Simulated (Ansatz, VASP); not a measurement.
# Si4Cl: VASP beside Ansatz

```
CELL_PARAMETERS angstrom
3.81820 -4.95005 0.00000
3.81820 4.95005 0.00000
0.00000 0.00000 3.25992
ATOMIC_POSITIONS crystal
Si 0.31805 0.31805 0.00000
Si 0.36813 0.63187 0.50000
Si 0.63187 0.36813 0.50000
Si 0.68195 0.68195 0.00000
Cl 0.00000 0.00000 0.00000
```

Change from the starting cell: species swapped into the OsCl4 type (Cmmm, No. 65).

Alike in both runs: functional PBE; k mesh 4 × 4 × 6; occupations gaussian, width 0.1 eV; no spin polarisation.

Ansatz relaxed the structure, and its values are those at the end. VASP's run is a single point on that final structure, the one shown.

|  | VASP | Ansatz |
| --- | --- | --- |
| version | VASP 6.6.1 | Ansatz 0.2.0 |
| potentials or method | VASP PAW PBE potentials, release 64 (Si, Cl), cutoff 520 eV | scalar-relativistic, plane waves, PAW |
| valence electrons in the cell | 23 | 23 |

Ansatz gave:

```
gap on the k mesh at the Fermi level (eV) : none
pressure (GPa)                            : 0.0
rms of the force components (eV/Å)        : 0.003
```

Question: Which values does VASP return?

Answer: gap on the k mesh at the Fermi level (eV): none; pressure (GPa): 0.0; rms of the force components (eV/Å): 0.006.

A gap of «none» marks a metal or a gap that the smearing closes. The functional is the same, so the differences come from potentials, cutoffs and numerics.
